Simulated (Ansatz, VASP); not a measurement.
Two plane-wave programs on In2Sb

File POSCAR:

```
In2Sb
1.0
    5.3799042018      0.0000000000      0.0000000000
   -2.6899521009      4.6591337087      0.0000000000
    0.0000000000      0.0000000000      6.7225520000
In Sb
4 2
Direct
    0.6666666667      0.3333333333      0.2500000000
    0.3333333333      0.6666666667      0.7500000000
    0.0000000000      0.0000000000      0.5000000000
    0.0000000000      0.0000000000      0.0000000000
    0.6666666667      0.3333333333      0.7500000000
    0.3333333333      0.6666666667      0.2500000000
```

Contents of INCAR.step1:

```
  ALGO = Normal
  EDIFF = 1E-4
  ENCUT = 520
  GGA = PE
  ISMEAR = 1
  LASPH = True
  LCHARG = False
  LREAL = False
  LWAVE = True
  NBANDS = 40
  NELM = 60
  PREC = Accurate
  SIGMA = 0.5
```

The input INCAR.step2:

```
  ALGO = Normal
  EDIFF = 1E-6
  ENCUT = 520
  ISIF = 2
  ISMEAR = 1
  ISTART = 1
  LASPH = True
  LCHARG = False
  LMIXTAU = True
  LREAL = False
  LWAVE = False
  METAGGA = R2SCAN
  NBANDS = 40
  NELM = 60
  PREC = Accurate
  SIGMA = 0.5
```

KPOINTS

```
k-points
0
Gamma
  12 12 6
```

Input for Ansatz:

```yaml
crystal:
  lattice:
    - [5.3799042018, 0.0, 0.0]
    - [-2.6899521009, 4.6591337087, 0.0]
    - [0.0, 0.0, 6.722552]
  atoms:
    - { symbol: In, position: [0.6666666667, 0.3333333333, 0.25] }
    - { symbol: In, position: [0.3333333333, 0.6666666667, 0.75] }
    - { symbol: In, position: [0.0, 0.0, 0.5] }
    - { symbol: In, position: [0.0, 0.0, 0.0] }
    - { symbol: Sb, position: [0.6666666667, 0.3333333333, 0.75] }
    - { symbol: Sb, position: [0.3333333333, 0.6666666667, 0.25] }
basis:
  ecutwfc: 500
kpoints:
  mp_grid: { grid: [12, 12, 6] }
hamiltonian:
  xc: r2scan
scf:
  occupations: { method: cold, width: 0.5 }
output:
  forces: true
  stress: true
  eigenvalues: true
```

Alike in both runs: task single point; functional r2SCAN; k mesh 12 × 12 × 6; no spin polarisation.

|  | VASP | Ansatz |
| --- | --- | --- |
| version | VASP 6.6.1 | Ansatz 0.2.0 |
| potentials or method | VASP PAW PBE potentials, release 64 (In_d, Sb), cutoff 520 eV | scalar-relativistic, plane waves, PAW |
| occupations | methfessel-paxton of order 1, width 0.5 eV | cold, width 0.5 eV |
| valence electrons in the cell | 62 | 82 |

|  | VASP | Ansatz | Ansatz less VASP |
| --- | --- | --- | --- |
| gap on the k mesh at the Fermi level (eV) | none | none | - |
| pressure (GPa) | -1.0 | -0.9 | +0.01 |
| traceless stress, the component that is largest in VASP (GPa) | -1.09 | -0.82 | +0.272 |

VASP's potentials were made for PBE, not for r2SCAN. A gap of «none» marks a metal or a gap that the smearing closes. VASP's potentials hold 62 valence electrons a cell and Ansatz's 82, so a difference there can come from the potentials and not from the codes.

Neither program's run includes spin-orbit coupling.
